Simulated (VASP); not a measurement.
# SiO2 in VASP: a series of runs, part 2 of 2

VASP 6.6.1. The steps go on from the part before.

### 3 Relaxation of the atoms, r2SCAN

This run uses another cell than the first one.

The input, POSCAR:

```
SiO2
1.0
    5.4200000000      0.0000000000      0.0000000000
   -2.7100000000      4.6938576900      0.0000000000
    0.0000000000      0.0000000000     18.0000000000
Si O
4 8
Direct
    0.3333333300      0.6666666700      0.5888888900
    0.3333333300      0.6666666700      0.4111111100
    0.6666666700      0.3333333300      0.5888888900
    0.6666666700      0.3333333300      0.4111111100
    0.3333333300      0.6666666700      0.5000000000
    0.6666666700      0.3333333300      0.5000000000
    0.5000000000      0.0000000000      0.6177777800
    0.5000000000      0.0000000000      0.3822222200
    0.0000000000      0.5000000000      0.6177777800
    0.0000000000      0.5000000000      0.3822222200
    0.5000000000      0.5000000000      0.6177777800
    0.5000000000      0.5000000000      0.3822222200
```

The input, INCAR.step1:

```
SYSTEM = SiO2
  PREC = Accurate
  ENCUT = 520
  ISMEAR = 0
  SIGMA = 0.02
  LREAL = .False.
  LASPH = .True.
  NELM = 60
  LDIPOL = .True.
  IDIPOL = 3
  DIPOL = 0.5 0.5 0.500
  GGA = PE
  ALGO = Normal
  EDIFF = 1E-4
  LWAVE = .True.
  LCHARG = .False.
```

The input, INCAR.step2:

```
SYSTEM = SiO2
  PREC = Accurate
  ENCUT = 520
  EDIFF = 1E-6
  ISMEAR = 0
  SIGMA = 0.02
  LREAL = .False.
  LASPH = .True.
  NELM = 60
  ALGO = Normal
  ISIF = 2
  LWAVE = .False.
  LCHARG = .False.
  LDIPOL = .True.
  IDIPOL = 3
  DIPOL = 0.5 0.5 0.500
  METAGGA = R2SCAN
  LMIXTAU = .True.
  IBRION = 2
  NSW = 80
  EDIFFG = -0.005
  ISTART = 1
```

The input, KPOINTS:

```
Automatic mesh
0
Gamma
  4 4 1
  0 0 0
```

Potentials or basis: VASP PAW PBE potentials, release 64 (Si, O).

Started as:

```sh
$ cat potpaw_PBE.64/Si/POTCAR potpaw_PBE.64/O/POTCAR > POTCAR
$ cp INCAR.step1 INCAR
$ mpirun -np 1 vasp_std > vasp.out
$ cp INCAR.step2 INCAR
$ mpirun -np 1 vasp_std > vasp.out
```

OUTCAR:

```text
SYSTEM = SiO2
   PREC = Accurate
   ENCUT = 520
   EDIFF = 1E-6
   ISMEAR = 0
   LREAL = .False.
   LASPH = .True.
   NELM = 60
   ISIF = 2
   METAGGA = R2SCAN
   IBRION = 2
   NSW = 80
   EDIFFG = -0.005
   ISTART = 1

 ion  position               nearest neighbor table
   1  0.333  0.667  0.589-   5 1.60   9 1.65   7 1.65  11 1.65   3 3.13   3 3.13   3 3.13
   2  0.333  0.667  0.411-   5 1.60  10 1.65   8 1.65  12 1.65   4 3.13   4 3.13   4 3.13
   3  0.667  0.333  0.589-   6 1.60   9 1.65   7 1.65  11 1.65   1 3.13   1 3.13   1 3.13
   4  0.667  0.333  0.411-   6 1.60  10 1.65   8 1.65  12 1.65   2 3.13   2 3.13   2 3.13
   5  0.333  0.667  0.500-   1 1.60   2 1.60
   6  0.667  0.333  0.500-   3 1.60   4 1.60
   7  0.500  0.000  0.618-   1 1.65   3 1.65
   8  0.500  0.000  0.382-   2 1.65   4 1.65
   9  0.000  0.500  0.618-   1 1.65   3 1.65
  10  0.000  0.500  0.382-   2 1.65   4 1.65
  11  0.500  0.500  0.618-   1 1.65   3 1.65
  12  0.500  0.500  0.382-   2 1.65   4 1.65

  LATTYP: Found a hexagonal cell.
 ALAT       =     5.4200000000
 C/A-ratio  =     3.3210332103

  Lattice vectors:

 A1 = (   5.4200000000,   0.0000000000,   0.0000000000)
 A2 = (  -2.7100000000,   4.6938576900,   0.0000000000)
 A3 = (   0.0000000000,   0.0000000000,  18.0000000000)

Analysis of symmetry for initial positions (statically):
=====================================================================
 Subroutine PRICEL returns:
 Original cell was already a primitive cell.

 Routine SETGRP: Setting up the symmetry group for a
 hexagonal supercell.

 Subroutine GETGRP returns: Found 24 space group operations
 (whereof 24 operations were pure point group operations)
 out of a pool of 24 trial point group operations.

The static configuration has the point symmetry D_6h.

[... 156 lines left out ...]
  ext. energy  EPLUGINS =         0.00000000
  ---------------------------------------------------
  free energy    TOTEN  =      -118.48621782 eV

  energy without entropy =     -118.48621782  energy(sigma->0) =     -118.48621782

------------------------ aborting loop because EDIFF is reached ----------------------------------------

  FORCE on cell =-STRESS in cart. coord.  units (eV):
  Direction    XX          YY          ZZ          XY          YZ          ZX
  --------------------------------------------------------------------------------------
  -------------------------------------------------------------------------------------
  Total      -13.3478016    -13.3478016      1.5621568      0.0000000      0.0000000     -0.0000000
  in kB      -46.7001865    -46.7001866      5.4655454      0.0000000      0.0000000     -0.0000000
  external PRESSURE =     -29.3116092 kB  Pullay stress =       0.0000000 kB
[... 119 lines left out ...]
  FREE ENERGIE OF THE ION-ELECTRON SYSTEM (eV)
  ---------------------------------------------------
  free  energy   TOTEN  =      -118.5214331656 eV

  energy  without entropy=     -118.5214331656  energy(sigma->0) =     -118.52143317

 dipolmoment           0.000000      0.000000     -0.000000 electrons x Angstroem

--------------------------------------- Ionic step        4  -------------------------------------------

 number of electron      64.0000041 magnetization

------------------------ aborting loop because EDIFF is reached ----------------------------------------
[... 41 lines left out ...]
--------------------------------------- Ionic step        5  -------------------------------------------

 number of electron      64.0000039 magnetization

 dipolmoment           0.000000      0.000000      0.000000 electrons x Angstroem

 Free energy of the ion-electron system (eV)
  ---------------------------------------------------
  ext. energy  EPLUGINS =         0.00000000
  ---------------------------------------------------
  free energy    TOTEN  =      -118.52230145 eV

  energy without entropy =     -118.52230145  energy(sigma->0) =     -118.52230145

 E-fermi :  -5.1190     XC(G=0):  -3.6172

 val. band max:       -5.2692349254   @ k =   0.0000   0.0000   0.0000
 cond. band min:       0.8985265518   @ k =   0.0000   0.0000   0.0000
 fundamental gap:      6.1677614772
 Fermi energy:        -5.1189758653

 k-point     1 :       0.0000    0.0000    0.0000
  band No.  band energies     occupation
      1     -25.5269      2.00000
      2     -24.9545      2.00000
      3     -24.0730      2.00000
      4     -23.5843      2.00000
      5     -23.5843      2.00000
      6     -23.5724      2.00000
[... 157 lines left out ...]
     38       4.7835      0.00000
     39       4.8696      0.00000

------------------------ aborting loop because EDIFF is reached ----------------------------------------

 vacuum level on the upper side and lower side of the slab       (xc-potential included)        -0.003        -0.003

  FORCE on cell =-STRESS in cart. coord.  units (eV):
  Direction    XX          YY          ZZ          XY          YZ          ZX
  --------------------------------------------------------------------------------------
  -------------------------------------------------------------------------------------
  Total      -12.1106330    -12.1106330     -0.2892418      0.0000000      0.0000000      0.0000000
  in kB      -42.3716832    -42.3716832     -1.0119752      0.0000000      0.0000000      0.0000000
  external PRESSURE =     -28.5851138 kB  Pullay stress =       0.0000000 kB
[... 27 lines left out ...]
  FREE ENERGIE OF THE ION-ELECTRON SYSTEM (eV)
  ---------------------------------------------------
  free  energy   TOTEN  =      -118.5223014480 eV

  energy  without entropy=     -118.5223014480  energy(sigma->0) =     -118.52230145

 reached required accuracy - stopping structural energy minimisation

 vacuum level on the upper side and lower side of the slab         3.089         3.089
```

OUTCAR.step1:

```text
SYSTEM = SiO2
   PREC = Accurate
   ENCUT = 520
   ISMEAR = 0
   LREAL = .False.
   LASPH = .True.
   NELM = 60
   GGA = PE
[... 411 lines left out ...]
      1.35500      2.34693     11.12000         0.000000     -0.000000     -0.014465
      1.35500      2.34693      6.88000         0.000000     -0.000000      0.014465
 -----------------------------------------------------------------------------------
    total drift:                               -0.000000     -0.000000      0.000000

  FREE ENERGIE OF THE ION-ELECTRON SYSTEM (eV)
  ---------------------------------------------------
  free  energy   TOTEN  =       -94.4624619618 eV

  energy  without entropy=      -94.4624619618  energy(sigma->0) =      -94.46246196

 vacuum level on the upper side and lower side of the slab         2.539         2.539
```

OSZICAR.step1:

```text
N       E                     dE             d eps       ncg     rms          rms(c)
DAV:   1     0.631651099917E+03    0.63165E+03   -0.26924E+04   336   0.130E+03
DAV:   2    -0.248629062417E+01   -0.63414E+03   -0.61508E+03   457   0.320E+02
DAV:   3    -0.104653584024E+03   -0.10217E+03   -0.10179E+03   368   0.142E+02
DAV:   4    -0.107392782850E+03   -0.27392E+01   -0.27315E+01   368   0.266E+01
DAV:   5    -0.107465208547E+03   -0.72426E-01   -0.72405E-01   376   0.393E+00    0.282E+01
DAV:   6    -0.945196858153E+02    0.12946E+02   -0.59286E+01   354   0.363E+01    0.130E+01
DAV:   7    -0.944974712122E+02    0.22215E-01   -0.15754E+00   408   0.578E+00    0.488E+00
DAV:   8    -0.944618422323E+02    0.35629E-01   -0.79081E-02   368   0.191E+00    0.202E+00
DAV:   9    -0.944581978844E+02    0.36443E-02   -0.43377E-02   368   0.135E+00    0.330E-01
DAV:  10    -0.944603297164E+02   -0.21318E-02   -0.26273E-03   347   0.252E-01    0.170E-01
DAV:  11    -0.944613585102E+02   -0.10288E-02   -0.14680E-03   354   0.231E-01    0.655E-02
DAV:  12    -0.944615643672E+02   -0.20586E-03   -0.58238E-05   226   0.531E-02    0.479E-02
DAV:  13    -0.944623637818E+02   -0.79941E-03   -0.61064E-04   287   0.118E-01    0.389E-02
DAV:  14    -0.944624619618E+02   -0.98180E-04   -0.17607E-04   241   0.989E-02
   1 F= -.94462462E+02 E0= -.94462462E+02  d E =-.101271E-14
```

It took 54 min on 1 thread of Oxide Virtual Turin-like, shared host; peak memory 0.6 GiB.

What came out:

* Free energy: -118.5223 eV
* Energy gained by relaxing: 3.0 meV/atom
* Ionic steps: 5
* Band gap on the k mesh: 6.17 eV

Forces in eV/Å, atoms in the order of the input:
```
Si   0.000  0.000 -0.002
Si   0.000  0.000  0.002
Si   0.000  0.000 -0.002
Si   0.000  0.000  0.002
O    0.000  0.000  0.000
O    0.000  0.000  0.000
O    0.000  0.000  0.001
O    0.000  0.000 -0.001
O    0.000  0.000  0.001
O    0.000  0.000 -0.001
O    0.000  0.000  0.001
O    0.000  0.000 -0.001
```

Step by step:
| step | energy change (eV) | largest force (eV/Å) | pressure (GPa) |
| --- | --- | --- | --- |
| 1 | 0.0000 | 0.9821 | -2.93 |
| 2 | 0.1164 | 2.0002 | -3.03 |
| 3 | -0.0352 | 0.0490 | -2.99 |
| 4 | -0.0358 | 0.0294 | -2.94 |
| 5 | -0.0361 | 0.0020 | -2.86 |

Final structure:
```yaml
crystal:
  lattice:
    - [5.42000, 0.00000, 0.00000]
    - [-2.71000, 4.69386, 0.00000]
    - [0.00000, 0.00000, 18.00000]
  atoms:
    - { symbol: Si, position: [0.33333, 0.66667, 0.58960] }
    - { symbol: Si, position: [0.33333, 0.66667, 0.41040] }
    - { symbol: Si, position: [0.66667, 0.33333, 0.58960] }
    - { symbol: Si, position: [0.66667, 0.33333, 0.41040] }
    - { symbol: O, position: [0.33333, 0.66667, 0.50000] }
    - { symbol: O, position: [0.66667, 0.33333, 0.50000] }
    - { symbol: O, position: [0.50000, 0.00000, 0.61718] }
    - { symbol: O, position: [0.50000, 0.00000, 0.38282] }
    - { symbol: O, position: [0.00000, 0.50000, 0.61718] }
    - { symbol: O, position: [0.00000, 0.50000, 0.38282] }
    - { symbol: O, position: [0.50000, 0.50000, 0.61718] }
    - { symbol: O, position: [0.50000, 0.50000, 0.38282] }
```

Caveat: the PAW data sets were made with another functional, which shifts forces and pressure a little.
